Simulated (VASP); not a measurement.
Here is a VASP 6.6.1 calculation.

Contents of INCAR:

```
SYSTEM = Ag
PREC     = Accurate       ! precision mode
ENCUT    = 600            ! plane-wave cutoff, eV
EDIFF    = 1E-7           ! SCF threshold, eV
ISMEAR   = 0              ! smearing method
SIGMA    = 0.1            ! smearing width, eV
LREAL    = .FALSE.        ! projectors in reciprocal space
LASPH    = .TRUE.         ! aspherical terms in the spheres
NELM     = 80             ! most SCF steps
ALGO     = Normal         ! electronic algorithm
ISIF     = 3              ! what is computed and relaxed
LWAVE    = .FALSE.        ! write WAVECAR
LCHARG   = .FALSE.        ! write CHGCAR
GGA      = PE             ! functional
IBRION   = 2              ! ionic algorithm
NSW      = 90             ! ionic steps
EDIFFG   = -0.04          ! ionic threshold
```

The input KPOINTS:

```
regular mesh
0
G
  6 6 6
  0 0 0
```

Contents of POSCAR:

```
Ag
1.0
    0.0000000000      2.7070612243      2.7070612243
    2.7070612243      0.0000000000      2.7070612243
    2.7070612243      2.7070612243      0.0000000000
Ag
2
Direct
    0.5000000000      0.5000000000      0.5000000000
    0.7500000000      0.7500000000      0.7500000000
```

Potentials or basis: VASP PAW PBE potentials, release 64 (Ag).

Launch:

```sh
$ cat potpaw_PBE.64/Ag/POTCAR > POTCAR
$ mpirun -np 1 vasp_std > vasp.out
```

(1) What does it give for the relaxed cell?

(2) What does it give for the space group after relaxing (to 0.05 Å)?

(3) Predict the relaxed volume.

(4) Predict the band gap on the k mesh.

## Answers

(1) a = 4.405 Å, b = 4.405 Å, c = 4.405 Å, α = 60.00°, β = 60.00°, γ = 60.00°.

(2) Fd-3m (No. 227).

(3) 30.23 Å³/atom.

(4) zero (band 11 reaches 2.92 eV, above the bottom of band 12 at 2.07 eV).

Caveat: the volume moved by over 15 % at a fixed basis, so the end points are rough.
